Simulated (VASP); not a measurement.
# C (P6_3/mmc) in VASP: further runs, part 2 of 2

VASP 6.6.1.

### Step 3. Single point, PBE

The COD entry that gives the cell may itself be a prediction, so a difference from it is no test against experiment.

This run uses another cell than the first one, of 6.77 Å³/atom, 1.012 times its volume.

File INCAR:

```
SYSTEM = C
PREC = Accurate
ENCUT = 520
EDIFF = 1E-6
ISMEAR = 0
SIGMA = 0.05
LREAL = .False.
LASPH = .True.
NELM = 100
ALGO = Normal
ISIF = 2
LWAVE = .False.
LCHARG = .True.
GGA = PE
LELF = .True.
LVHAR = .True.
NBANDS = 36
```

File KPOINTS:

```
regular mesh
0
Gamma
  12 12 2
  0 0 0
```

File POSCAR:

```
C
1.0
    2.6970000000      0.0000000000      0.0000000000
   -1.3485000000      2.3356705140      0.0000000000
    0.0000000000      0.0000000000     12.8952000000
C
12
Direct
    0.0000000000      0.0000000000      0.1868593266
    0.0000000000      0.0000000000      0.6868593266
    0.0000000000      0.0000000000      0.3131406734
    0.0000000000      0.0000000000      0.8131406734
    0.3333333333      0.6666666667      0.5207665411
    0.6666666667      0.3333333333      0.0207665411
    0.3333333333      0.6666666667      0.9792334589
    0.6666666667      0.3333333333      0.4792334589
    0.3333333333      0.6666666667      0.6450950823
    0.6666666667      0.3333333333      0.1450950823
    0.3333333333      0.6666666667      0.8549049177
    0.6666666667      0.3333333333      0.3549049177
```

Potentials or basis: VASP PAW PBE potentials, release 64 (C).

On the command line:

```sh
cat potpaw_PBE.64/C/POTCAR > POTCAR
mpirun -np 1 vasp_std > vasp.out
```

OUTCAR:

```text
SYSTEM = C
   PREC = Accurate
   ENCUT = 520
   EDIFF = 1E-6
   ISMEAR = 0
   LREAL = .False.
   LASPH = .True.
   NELM = 100
   ISIF = 2
   GGA = PE

 ion  position               nearest neighbor table
   1  0.000  0.000  0.187-   3 1.63  10 1.65  10 1.65  10 1.65
   2  0.000  0.000  0.687-   4 1.63   9 1.65   9 1.65   9 1.65
   3  0.000  0.000  0.313-   1 1.63  12 1.65  12 1.65  12 1.65
   4  0.000  0.000  0.813-   2 1.63  11 1.65  11 1.65  11 1.65
   5  0.333  0.667  0.521-   9 1.60   8 1.65   8 1.65   8 1.65
   6  0.667  0.333  0.021-  10 1.60   7 1.65   7 1.65   7 1.65
   7  0.333  0.667  0.979-  11 1.60   6 1.65   6 1.65   6 1.65
   8  0.667  0.333  0.479-  12 1.60   5 1.65   5 1.65   5 1.65
   9  0.333  0.667  0.645-   5 1.60   2 1.65   2 1.65   2 1.65
  10  0.667  0.333  0.145-   6 1.60   1 1.65   1 1.65   1 1.65
  11  0.333  0.667  0.855-   7 1.60   4 1.65   4 1.65   4 1.65
  12  0.667  0.333  0.355-   8 1.60   3 1.65   3 1.65   3 1.65

  LATTYP: Found a hexagonal cell.
 ALAT       =     2.6970000000
 C/A-ratio  =     4.7813125695

  Lattice vectors:

 A1 = (   2.6970000000,   0.0000000000,   0.0000000000)
 A2 = (  -1.3485000000,   2.3356705140,   0.0000000000)
 A3 = (   0.0000000000,   0.0000000000,  12.8952000000)

Analysis of symmetry for initial positions (statically):
=====================================================================
 Subroutine PRICEL returns:
 Original cell was already a primitive cell.

 Routine SETGRP: Setting up the symmetry group for a
 hexagonal supercell.

 Subroutine GETGRP returns: Found 24 space group operations
 (whereof 12 operations were pure point group operations)
 out of a pool of 24 trial point group operations.

The static configuration has the point symmetry D_3d.
 The point group associated with its full space group is D_6h.

Analysis of symmetry for dynamics (positions and initial velocities):
=====================================================================
 Subroutine PRICEL returns:
 Original cell was already a primitive cell.

 Routine SETGRP: Setting up the symmetry group for a
 hexagonal supercell.

 Subroutine GETGRP returns: Found 24 space group operations
 (whereof 12 operations were pure point group operations)
 out of a pool of 24 trial point group operations.

The dynamic configuration has the point symmetry D_3d.
 The point group associated with its full space group is D_6h.

 Subroutine INISYM returns: Found 24 space group operations
 (whereof 12 operations are pure point group operations),
 and found     1 'primitive' translations

----------------------------------------------------------------------------------------

                                     Primitive cell

  volume of cell :      81.2308

  direct lattice vectors                    reciprocal lattice vectors
     2.697000000  0.000000000  0.000000000     0.370782351  0.214071290  0.000000000
[... 68 lines left out ...]
  0.416667  0.000000  0.000000      6.000000
[... 16 lines left out ...]
  0.250000 -0.000000  0.500000      6.000000
  0.333333 -0.000000  0.500000      6.000000
 [... further k-points ...]
   k-points           NKPTS =     38   k-points in BZ     NKDIM =     38   number of bands    NBANDS=     36
   number of dos      NEDOS =    301   number of ions     NIONS =     12
   total plane-waves  NPLWV =  38400
   dimension x,y,z NGX =    20 NGY =   20 NGZ =   96
   dimension x,y,z NGXF=    40 NGYF=   40 NGZF=  192
   ions per type =              12
   NGX,Y,Z   is equivalent  to a cutoff of  12.33, 12.33, 12.38 a.u.
   NGXF,Y,Z  is equivalent  to a cutoff of  24.66, 24.66, 24.75 a.u.
 SYSTEM =  C
   PREC   = accura    normal or accurate (medium, high low for compatibility)
   ISTART =      0    job   : 0-new  1-cont  2-samecut
   ICHARG =      2    charge: 1-file 2-atom 10-const
   ISPIN  =      1    spin polarized calculation?
   LNONCOLLINEAR =      F non collinear calculations
   LSORBIT =      F    spin-orbit coupling
   LASPH  =      T    aspherical Exc in radial PAW
   ENCUT  =  520.0 eV  38.22 Ry    6.18 a.u.   5.01  5.01 23.98*2*pi/ulx,y,z
   NELM   =    100;   NELMIN=  2; NELMDL= -5     # of ELM steps
   EDIFF  = 0.1E-05   stopping-criterion for ELM
   LREAL  =      F    real-space projection
   EDIFFG = 0.1E-04   stopping-criterion for IOM
   NSW    =      0    number of steps for IOM
   IBRION =     -1    ionic relax: 0-MD 1-quasi-New 2-CG
   NFREE  =      0    steps in history (QN), initial steepest desc. (CG)
   ISIF   =      2    stress and relaxation
   ISYM   =      2    0-nonsym 1-usesym 2-fastsym
   POTIM  = 0.5000    time-step for ionic-motion
   TEBEG  =    0.0;   TEEND  =   0.0 temperature during run
   PSTRESS=    0.0 pullay stress
   NELECT =      48.0000    total number of electrons
   NUPDOWN=      -1.0000    fix difference up-down
   EMIN   =  10.00;   EMAX   =-10.00  energy-range for DOS
   EFERMI =   0.00;   METHOD = LEGACY
   ISMEAR =     0;   SIGMA  =   0.05  broadening in eV -4-tet -1-fermi 0-gaus
   EFERMI_NEDOS =   21; number of points for ismear=-14 and -15
   IALGO  =     38    algorithm
   IMIX   =      4    mixing-type and parameters
     AMIX     =   0.40;   BMIX     =  1.00
     AMIX_MAG =   1.60;   BMIX_MAG =  1.00
  volume/ion in A,a.u.               =       6.77        45.68
  Fermi-wavevector in a.u.,A,eV,Ry     =   1.373773  2.596055 25.677633  1.887253
  Thomas-Fermi vector in A             =   2.499260
   LORBIT       =      0    0 simple, 1 ext, 2 COOP (PROOUT), +10 PAW based schemes
   GGA     = PE    functional components
   LHFCALC =     F    Hartree Fock is set to
   AEXX    =    0.0000 exact exchange contribution
   IVDW    =     0    specifies the selected vdW correction
   LEPSILON=     F    determine dielectric tensor
   LRPA    =     F    only Hartree local field effects (RPA)
 non-spin polarized calculation
 Gauss-broadening in eV      SIGMA  =   0.05
  energy-cutoff  :      520.00
  volume of cell :       81.23
 maximum number of plane-waves:      2223
 NGX is ok and might be reduce to    20
   NGX =  9   NGY =  9   NGZ = 47

 number of electron      48.0000003 magnetization

 Free energy of the ion-electron system (eV)
  ---------------------------------------------------
  ext. energy  EPLUGINS =         0.00000000
  ---------------------------------------------------
  free energy    TOTEN  =      -106.48670048 eV

  energy without entropy =     -106.48670048  energy(sigma->0) =     -106.48670048

 E-fermi :   7.6299     XC(G=0): -12.3775

 val. band max:        7.4277309744   @ k =   0.0000   0.0000   0.0000
 cond. band min:      11.2041791839   @ k =   0.4167   0.0000   0.0000
 fundamental gap:      3.7764482095
 Fermi energy:         7.6298984888

 k-point     1 :       0.0000    0.0000    0.0000
  band No.  band energies     occupation
      1     -11.9229      2.00000
      2     -11.2531      2.00000
      3     -11.1868      2.00000
      4      -9.1974      2.00000
      5      -9.1416      2.00000
      6      -6.7534      2.00000
[... 925 lines left out ...]
     35      15.4816      0.00000
     36      15.4816      0.00000

 [... further k-points ...]

------------------------ aborting loop because EDIFF is reached ----------------------------------------

  FORCE on cell =-STRESS in cart. coord.  units (eV):
  Direction    XX          YY          ZZ          XY          YZ          ZX
  --------------------------------------------------------------------------------------
  -------------------------------------------------------------------------------------
  Total      -31.0178170    -31.0178170    -19.0420564      0.0000000      0.0000000      0.0000000
  in kB     -611.7883538   -611.7883538   -375.5811797      0.0000000      0.0000000      0.0000000
  external PRESSURE =    -533.0526291 kB  Pullay stress =       0.0000000 kB

 VOLUME and BASIS-vectors are now :
 -----------------------------------------------------------------------------
  energy-cutoff  :      520.00
  volume of cell :       81.23
      direct lattice vectors                 reciprocal lattice vectors
     2.697000000  0.000000000  0.000000000     0.370782351  0.214071290  0.000000000
    -1.348500000  2.335670514  0.000000000     0.000000000  0.428142580  0.000000000
     0.000000000  0.000000000 12.895200000     0.000000000  0.000000000  0.077548235

 POSITION                                       TOTAL-FORCE (eV/Angst)
 -----------------------------------------------------------------------------------
      0.00000      0.00000      2.40959        -0.000000      0.000000      0.026138
      0.00000      0.00000      8.85719        -0.000000     -0.000000      0.026138
      0.00000      0.00000      4.03801        -0.000000      0.000000     -0.026138
      0.00000      0.00000     10.48561         0.000000     -0.000000     -0.026138
     -0.00000      1.55711      6.71539        -0.000000      0.000000      0.112498
      1.34850      0.77856      0.26779         0.000000      0.000000      0.112498
     -0.00000      1.55711     12.62741        -0.000000     -0.000000     -0.112498
      1.34850      0.77856      6.17981         0.000000     -0.000000     -0.112498
     -0.00000      1.55711      8.31863        -0.000000     -0.000000     -0.142477
      1.34850      0.77856      1.87103        -0.000000      0.000000     -0.142477
     -0.00000      1.55711     11.02417         0.000000     -0.000000      0.142477
      1.34850      0.77856      4.57657        -0.000000      0.000000      0.142477
 -----------------------------------------------------------------------------------
    total drift:                               -0.000000      0.000000      0.000000

  FREE ENERGIE OF THE ION-ELECTRON SYSTEM (eV)
  ---------------------------------------------------
  free  energy   TOTEN  =      -106.4867004814 eV

  energy  without entropy=     -106.4867004814  energy(sigma->0) =     -106.48670048
```

Run time: 85 s. Hardware: 1 thread of Intel Xeon 6975P-C, shared host; peak memory 0.22 GiB.

What came out:

```yaml
Free_energy: -106.4867 eV
Pressure: -53.3 GPa
Largest_force: 0.142 eV/Å
Band_gap_on_the_k_mesh: 3.78 eV, indirect (least direct gap 4.65 eV)
```

Forces in eV/Å, atoms in the order of the input:
```
C    0.000  0.000  0.026
C    0.000  0.000  0.026
C    0.000  0.000 -0.026
C    0.000  0.000 -0.026
C    0.000  0.000  0.112
C    0.000  0.000  0.112
C    0.000  0.000 -0.112
C    0.000  0.000 -0.112
C    0.000  0.000 -0.142
C    0.000  0.000 -0.142
C    0.000  0.000  0.142
C    0.000  0.000  0.142
```

Stress tensor (GPa, compression positive):
```
-61.18   0.00   0.00
  0.00 -61.18   0.00
  0.00   0.00 -37.56
```

### Step 4. Single point, PBE

This run uses another cell than the first one, of 6.85 Å³/atom, 1.024 times its volume.

Changes to INCAR since step 3:

```diff
@@ -3,3 +3,3 @@
 ENCUT = 520
-EDIFF = 1E-6
+EDIFF = 1E-7
 ISMEAR = 0
```

File KPOINTS:

```
Automatic mesh
0
Gamma
  12 12 2
  0 0 0
```

Changes to POSCAR since step 3:

```diff
@@ -4,3 +4,3 @@
    -1.3485000000      2.3356705140      0.0000000000
-    0.0000000000      0.0000000000     12.8952000000
+    0.0000000000      0.0000000000     13.0506000000
 C
```

On the command line:

```sh
cat potpaw_PBE.64/C/POTCAR > POTCAR
mpirun -np 1 vasp_std > vasp.out
```

It took 1.7 min on 1 thread of Intel Xeon 6975P-C, shared host; peak memory 0.22 GiB.

Results (log left out):

```
Free energy            : -106.2294 eV
Pressure               : -56.0 GPa
Largest force          : 0.088 eV/Å
Band gap on the k mesh : 3.85 eV, indirect (least direct gap 4.75 eV)
```

Forces in eV/Å, atoms in the order of the input:
```
C    0.000  0.000 -0.013
C    0.000  0.000 -0.013
C    0.000  0.000  0.013
C    0.000  0.000  0.013
C    0.000  0.000  0.083
C    0.000  0.000  0.083
C    0.000  0.000 -0.083
C    0.000  0.000 -0.083
C    0.000  0.000 -0.088
C    0.000  0.000 -0.088
C    0.000  0.000  0.088
C    0.000  0.000  0.088
```

Stress tensor (GPa, compression positive):
```
-60.62   0.00   0.00
  0.00 -60.62   0.00
  0.00   0.00 -46.82
```

Levels at points of the mesh, in eV from the valence-band top:
| k point | band 20 | band 21 | band 22 | band 23 | band 24 | band 25 | band 26 | band 27 | band 28 | band 29 |
| --- | --- | --- | --- | --- | --- | --- | --- | --- | --- | --- |
| (0.00, 0.00, 0.00) | -0.87 | -0.87 | -0.14 | 0.00 | 0.00 | 4.75 | 4.75 | 5.34 | 5.67 | 5.73 |
| (0.50, 0.00, 0.00) | -3.74 | -3.38 | -3.34 | -3.01 | -2.36 | 3.94 | 4.48 | 4.63 | 5.25 | 5.95 |
| (0.00, 0.00, 0.50) | -1.13 | -0.28 | -0.28 | -0.28 | -0.28 | 5.09 | 5.09 | 5.09 | 5.09 | 5.59 |
| (0.50, 0.00, 0.50) | -4.15 | -3.16 | -3.16 | -2.66 | -2.66 | 4.10 | 4.10 | 5.24 | 5.24 | 5.34 |

A k mesh can miss the band edges.

### Step 5. The runs side by side

| cell | gap on the mesh (eV) | pressure (GPa) | largest force (eV/Å) |
| --- | --- | --- | --- |
| a = 2.697, b = 2.697, c = 12.740 Å, angles 90.0, 90.0, 120.0°, 12 atoms | 3.68 | -50.3 | 0.17 |
| a = 2.697, b = 2.697, c = 12.895 Å, angles 90.0, 90.0, 120.0°, 12 atoms | 3.78 | -53.3 | 0.14 |
| a = 2.697, b = 2.697, c = 13.051 Å, angles 90.0, 90.0, 120.0°, 12 atoms | 3.85 | -56.0 | 0.09 |

Alike in all rows: task single point; level PBE; potentials or basis VASP PAW PBE potentials, release 64 (C); no spin polarisation; k mesh 12 × 12 × 2; cutoff (eV) 520; smearing gaussian 0.05 eV.

Absolute energies hang on the potentials; compare differences alone.
